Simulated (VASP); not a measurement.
Input of a VASP 6.6.1 run:

Contents of INCAR:

```
SYSTEM = AlNi
PREC = Accurate
ENCUT = 520
EDIFF = 1E-6
ISMEAR = 0
SIGMA = 0.1
LREAL = .False.
LASPH = .True.
NELM = 80
ALGO = Normal
ISIF = 2
LWAVE = .False.
LCHARG = .False.
GGA = PE
NBANDS = 14
```

KPOINTS

```
regular mesh
0
Gamma
  14 14 14
  0 0 0
```

The input POSCAR:

```
AlNi
1.0
    2.7723955766      0.0000000000      0.0000000000
    0.0000000000      2.7723955766      0.0000000000
    0.0000000000      0.0000000000      2.7723955766
Al Ni
1 1
Direct
    0.0000000000      0.0000000000      0.0000000000
    0.5000000000      0.5000000000      0.5000000000
```

Potentials or basis: VASP PAW PBE potentials, release 64 (Al, Ni).

Launch:

```sh
$ cat potpaw_PBE.64/Al/POTCAR potpaw_PBE.64/Ni/POTCAR > POTCAR
$ mpirun -np 1 vasp_std > vasp.out
```

(1) Estimate the pressure.

Results:

(1) 26.8 GPa.
